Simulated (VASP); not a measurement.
Wanted: the native input for a VASP 6.6.1 run.

```yaml
Task: single point
Functional: PBEsol
Potentials_or_basis: VASP PAW PBE potentials, release 64 (Hg, Te)
Cutoff: 520 eV
k_mesh: 9 × 9 × 9
Occupations: fermi-dirac, width 0.05 eV
Spin: no spin polarisation
Dipole_correction: no
Further_INCAR_settings: ALGO = Normal; EDIFF = 1e-07; NBANDS = 16
```

The structure of HgTe lies in POSCAR:

```
HgTe
1.0
    0.0000000000      3.2879700000      3.2235000000
    3.2879700000      0.0000000000      3.2235000000
    3.2879700000      3.2879700000      0.0000000000
Hg Te
1 1
Direct
    0.0000000000      0.0000000000      0.0000000000
    0.7500000000      0.7500000000      0.7500000000
```

This cell differs from its parent crystal: equal xx and yy strain of +2 %.

One way to write it, as run:

INCAR

```
SYSTEM = HgTe
ALGO = Normal ; EDIFF = 1E-7
ENCUT = 520 ; GGA = PS
ISIF = 2 ; ISMEAR = -1
LASPH = .True. ; LCHARG = .False.
LREAL = .False. ; LWAVE = .False.
NBANDS = 16 ; NELM = 60
PREC = Accurate ; SIGMA = 0.05
```

KPOINTS

```
k-points
0
Gamma
  9 9 9
  0 0 0
```

Potentials or basis: VASP PAW PBE potentials, release 64 (Hg, Te).

Run with:

```console
$ cat potpaw_PBE.64/Hg/POTCAR potpaw_PBE.64/Te/POTCAR > POTCAR
$ mpirun -np 1 vasp_std > vasp.out
```

Results of the run:

```
Pressure : -0.3 GPa
```

Caveat: the cell differs from its parent crystal (equal xx and yy strain of +2 %); the PAW data sets were made with another functional, which shifts forces and pressure a little.

It took 30 s on 1 thread of Intel(R) Xeon(R) 6975P-C (Granite Rapids), on a shared host, peak memory 0.26 GiB.
